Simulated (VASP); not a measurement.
# K (Fm-3m) in VASP: single point with PBE

Aim: the single point of K with PBE.

Program: VASP 6.6.1. These are calculated values, not measurements. Logs are shortened: lines on timing, memory, paths and dates and some standing lists are left out, and cuts for length are marked.

### 1 The cell of the first run

The structure is cubic, space group Fm-3m (No. 225). Conventional cell: a = 6.672 Å, b = 6.672 Å, c = 6.672 Å, α = 90.00°, β = 90.00°, γ = 90.00°.

This isn't the form of K at room conditions, which is bcc.

### 2 Single point, PBE, non-collinear spin, zero start, spin-orbit coupling

INCAR reads:

```
ALGO = Normal
EDIFF = 1E-6
ENCUT = 520
GGA = PE
GGA_COMPAT = F
ISIF = 2
ISMEAR = 0
LASPH = T
LCHARG = F
LORBIT = 11
LORBMOM = T
LREAL = F
LSORBIT = T
LWAVE = F
MAGMOM = 0 0 0
NBANDS = 20
NELM = 150
PREC = Accurate
SIGMA = 0.05
```

KPOINTS reads:

```
k-points
0
Gamma
  12 12 12
```

POSCAR reads:

```
K
1.0
    0.0000000000      3.3359772694      3.3359772694
    3.3359772694      0.0000000000      3.3359772694
    3.3359772694      3.3359772694      0.0000000000
K
1
Direct
    0.0000000000      0.0000000000      0.0000000000
```

Potentials or basis: VASP PAW PBE potentials, release 64 (K_sv).

The run is started by

```bash
$ cat potpaw_PBE.64/K_sv/POTCAR > POTCAR
$ mpirun -np 1 vasp_ncl > vasp.out
```

OUTCAR:

```text
EDIFF = 1E-6
   ENCUT = 520
   GGA = PE
   ISIF = 2
   ISMEAR = 0
   LASPH = T
   LORBIT = 11
   LREAL = F
   LSORBIT = T
   NELM = 150
   PREC = Accurate

 ion  position               nearest neighbor table
   1  0.000  0.000  0.000-

  LATTYP: Found a face centered cubic cell.
 ALAT       =     6.6719545388

  Lattice vectors:

 A1 = (   0.0000000000,   3.3359772694,   3.3359772694)
 A2 = (   3.3359772694,   0.0000000000,   3.3359772694)
 A3 = (   3.3359772694,   3.3359772694,   0.0000000000)

Analysis of symmetry for initial positions (statically):
=====================================================================
 Subroutine PRICEL returns:
 Original cell was already a primitive cell.

 Routine SETGRP: Setting up the symmetry group for a
 face centered cubic supercell.

 Subroutine GETGRP returns: Found 48 space group operations
 (whereof 48 operations were pure point group operations)
 out of a pool of 48 trial point group operations.

The static configuration has the point symmetry O_h .

Analysis of symmetry for dynamics (positions and initial velocities):
=====================================================================
 Subroutine PRICEL returns:
 Original cell was already a primitive cell.

 Routine SETGRP: Setting up the symmetry group for a
 face centered cubic supercell.

 Subroutine GETGRP returns: Found 48 space group operations
 (whereof 48 operations were pure point group operations)
 out of a pool of 48 trial point group operations.

The dynamic configuration has the point symmetry O_h .

Analysis of structural, dynamic, and magnetic symmetry:
=====================================================================
 Subroutine PRICEL returns:
 Original cell was already a primitive cell.

 Routine SETGRP: Setting up the symmetry group for a
 face centered cubic supercell.

 Subroutine GETGRP returns: Found 48 space group operations
 (whereof 48 operations were pure point group operations)
 out of a pool of 48 trial point group operations.

The overall configuration has the point symmetry O_h .

 Subroutine INISYM returns: Found 48 space group operations
 (whereof 48 operations are pure point group operations),
 and found     1 'primitive' translations

----------------------------------------------------------------------------------------

                                     Primitive cell

  volume of cell :      74.2505

  direct lattice vectors                    reciprocal lattice vectors
     0.000000000  3.335977269  3.335977269    -0.149881117  0.149881117  0.149881117
     3.335977269  0.000000000  3.335977269     0.149881117 -0.149881117  0.149881117
     3.335977269  3.335977269  0.000000000     0.149881117  0.149881117 -0.149881117

  length of vectors
     4.717784298  4.717784298  4.717784298     0.259601710  0.259601710  0.259601710

  position of ions in fractional coordinates (direct lattice)
     0.000000000  0.000000000  0.000000000

  ion indices of the primitive-cell ions
   primitive index   ion index
                 1           1

----------------------------------------------------------------------------------------

 KPOINTS: k-points

Automatic generation of k-mesh.
 Grid dimensions read from file:
 generate k-points for:   12   12   12

 Generating k-lattice:

  Cartesian coordinates                     Fractional coordinates (reciprocal lattice)
    -0.012490093  0.012490093  0.012490093     0.083333333  0.000000000  0.000000000
     0.012490093 -0.012490093  0.012490093     0.000000000  0.083333333  0.000000000
     0.012490093  0.012490093 -0.012490093     0.000000000  0.000000000  0.083333333

  Length of vectors
     0.021633476  0.021633476  0.021633476
[... 37 lines left out ...]
   number of dos      NEDOS =    301   number of ions     NIONS =      1
   total plane-waves  NPLWV =  46656
   dimension x,y,z NGX =    36 NGY =   36 NGZ =   36
   dimension x,y,z NGXF=    72 NGYF=   72 NGZF=   72
   ions per type =               1
   NGX,Y,Z   is equivalent  to a cutoff of  12.69, 12.69, 12.69 a.u.
   NGXF,Y,Z  is equivalent  to a cutoff of  25.37, 25.37, 25.37 a.u.
 SYSTEM =  unknown system
   PREC   = accura    normal or accurate (medium, high low for compatibility)
   ISTART =      0    job   : 0-new  1-cont  2-samecut
   ICHARG =      2    charge: 1-file 2-atom 10-const
   ISPIN  =      1    spin polarized calculation?
   LNONCOLLINEAR =      T non collinear calculations
   LSORBIT =      T    spin-orbit coupling
   LASPH  =      T    aspherical Exc in radial PAW
   ENCUT  =  520.0 eV  38.22 Ry    6.18 a.u.   8.77  8.77  8.77*2*pi/ulx,y,z
   NELM   =    150;   NELMIN=  2; NELMDL= -5     # of ELM steps
   EDIFF  = 0.1E-05   stopping-criterion for ELM
   LREAL  =      F    real-space projection
[... 7 lines left out ...]
   TEBEG  =    0.0;   TEEND  =   0.0 temperature during run
   PSTRESS=    0.0 pullay stress
   NELECT =       9.0000    total number of electrons
   NUPDOWN=      -1.0000    fix difference up-down
   EMIN   =  10.00;   EMAX   =-10.00  energy-range for DOS
   EFERMI =   0.00;   METHOD = LEGACY
   ISMEAR =     0;   SIGMA  =   0.05  broadening in eV -4-tet -1-fermi 0-gaus
   EFERMI_NEDOS =   21; number of points for ismear=-14 and -15
   IALGO  =     38    algorithm
   IMIX   =      4    mixing-type and parameters
     AMIX     =   0.40;   BMIX     =  1.00
     AMIX_MAG =   1.60;   BMIX_MAG =  1.00
  volume/ion in A,a.u.               =      74.25       501.07
  Fermi-wavevector in a.u.,A,eV,Ry     =   0.810194  1.531045  8.931068  0.656415
  Thomas-Fermi vector in A             =   1.919325
   LORBIT       =     11    0 simple, 1 ext, 2 COOP (PROOUT), +10 PAW based schemes
   GGA     = PE    functional components
   LHFCALC =     F    Hartree Fock is set to
   AEXX    =    0.0000 exact exchange contribution
   IVDW    =     0    specifies the selected vdW correction
   LEPSILON=     F    determine dielectric tensor
   LRPA    =     F    only Hartree local field effects (RPA)
 Gauss-broadening in eV      SIGMA  =   0.05
  energy-cutoff  :      520.00
  volume of cell :       74.25
 maximum number of plane-waves:      4028
   NGX = 17   NGY = 17   NGZ = 17

 number of electron       8.9999999 magnetization       0.0000000      0.0000000     -0.0000000

 number of electron       8.9999999 magnetization      -0.0000000     -0.0000000      0.0000000

 number of electron       8.9999999 magnetization      -0.0000000     -0.0000000     -0.0000000

 number of electron       8.9999999 magnetization       0.0000000      0.0000000      0.0000000

 Free energy of the ion-electron system (eV)
  ---------------------------------------------------
  ext. energy  EPLUGINS =         0.00000000
  ---------------------------------------------------
  free energy    TOTEN  =        -1.05280100 eV

  energy without entropy =       -1.05193697  energy(sigma->0) =       -1.05236899

 E-fermi :  -0.1744     XC(G=0):  -5.6280

 val. band max:       -0.2133138540   @ k =   0.5000   0.2500   0.0833
 cond. band min:      -0.1379794103   @ k =  -0.4167   0.0833   0.0000
 fundamental gap:      0.0753344437
 Fermi energy:        -0.1744199233

 k-point     1 :       0.0000    0.0000    0.0000
  band No.  band energies     occupation
      1     -32.2740      1.00000
      2     -32.2740      1.00000
      3     -15.9036      1.00000
      4     -15.9036      1.00000
      5     -15.6370      1.00000
      6     -15.6370      1.00000
[... 541 lines left out ...]
     19       5.8038      0.00000
     20       5.8102      0.00000

 [... further k-points ...]
[... 5 lines left out ...]
  --------------------------------------------------------------------------------------
  -------------------------------------------------------------------------------------
  Total       -0.0116648     -0.0116648     -0.0116648     -0.0000000     -0.0000000      0.0000000
  in kB       -0.2517034     -0.2517034     -0.2517034     -0.0000000     -0.0000000      0.0000000
  external PRESSURE =      -0.2517034 kB  Pullay stress =       0.0000000 kB

 VOLUME and BASIS-vectors are now :
 -----------------------------------------------------------------------------
  energy-cutoff  :      520.00
  volume of cell :       74.25
      direct lattice vectors                 reciprocal lattice vectors
     0.000000000  3.335977269  3.335977269    -0.149881117  0.149881117  0.149881117
     3.335977269  0.000000000  3.335977269     0.149881117 -0.149881117  0.149881117
     3.335977269  3.335977269  0.000000000     0.149881117  0.149881117 -0.149881117

 POSITION                                       TOTAL-FORCE (eV/Angst)
 -----------------------------------------------------------------------------------
      0.00000      0.00000      0.00000        -0.000000      0.000000      0.000000
 -----------------------------------------------------------------------------------
    total drift:                                0.000000      0.000000      0.000000

  FREE ENERGIE OF THE ION-ELECTRON SYSTEM (eV)
  ---------------------------------------------------
  free  energy   TOTEN  =        -1.0528010048 eV

  energy  without entropy=       -1.0519369745  energy(sigma->0) =       -1.05236899

 orbital moment (x)

 # of ion     p       d       tot
 ----------------------------------------
  1         0.000  -0.000  -0.000
 ----------------------------------------
            0.000  -0.000  -0.000

 orbital moment (y)

 # of ion     p       d       tot
 ----------------------------------------
  1         0.000   0.000   0.000
 ----------------------------------------
            0.000   0.000   0.000

 orbital moment (z)

 # of ion     p       d       tot
 ----------------------------------------
  1         0.000  -0.000  -0.000
 ----------------------------------------
            0.000  -0.000  -0.000

 Spin-Orbit-Coupling matrix elements

 Ion:    1  E_soc:     -0.0079961
 l=   1
     0.0000000    -0.0013327    -0.0013327
    -0.0013327     0.0000000    -0.0013327
    -0.0013327    -0.0013327     0.0000000
 l=   2
     0.0000000     0.0000000     0.0000000     0.0000000     0.0000000
     0.0000000     0.0000000     0.0000000     0.0000000     0.0000000
     0.0000000     0.0000000     0.0000000     0.0000000     0.0000000
     0.0000000     0.0000000     0.0000000     0.0000000     0.0000000
     0.0000000     0.0000000     0.0000000     0.0000000     0.0000000
 l=   3
     0.0000000     0.0000000     0.0000000     0.0000000     0.0000000     0.0000000     0.0000000
     0.0000000     0.0000000     0.0000000     0.0000000     0.0000000     0.0000000     0.0000000
     0.0000000     0.0000000     0.0000000     0.0000000     0.0000000     0.0000000     0.0000000
     0.0000000     0.0000000     0.0000000     0.0000000     0.0000000     0.0000000     0.0000000
     0.0000000     0.0000000     0.0000000     0.0000000     0.0000000     0.0000000     0.0000000
     0.0000000     0.0000000     0.0000000     0.0000000     0.0000000     0.0000000     0.0000000
     0.0000000     0.0000000     0.0000000     0.0000000     0.0000000     0.0000000     0.0000000

 total charge

# of ion       s       p       d       tot
------------------------------------------
    1        1.980   5.555   0.005   7.540

 magnetization (x)

# of ion       s       p       d       tot
------------------------------------------
    1       -0.000   0.000   0.000  -0.000

 magnetization (y)

# of ion       s       p       d       tot
------------------------------------------
    1        0.000  -0.000  -0.000   0.000

 magnetization (z)

# of ion       s       p       d       tot
------------------------------------------
    1        0.000   0.000  -0.000   0.000
```

Wall time 3.9 min (1 thread of Intel Xeon Platinum 8259CL at 2.50GHz (Skylake/Cascade Lake), shared host); peak memory 0.46 GiB.

Results:

```
Free energy                                           : -1.0528 eV
Pressure                                              : 0.0 GPa
Net moment                                            : 0.00 μB per cell
Valence electrons inside the program's atomic spheres : K 7.54
```

Moments on the atoms (μB; x, y, z):
```
K   0.00 0.00 0.00
```
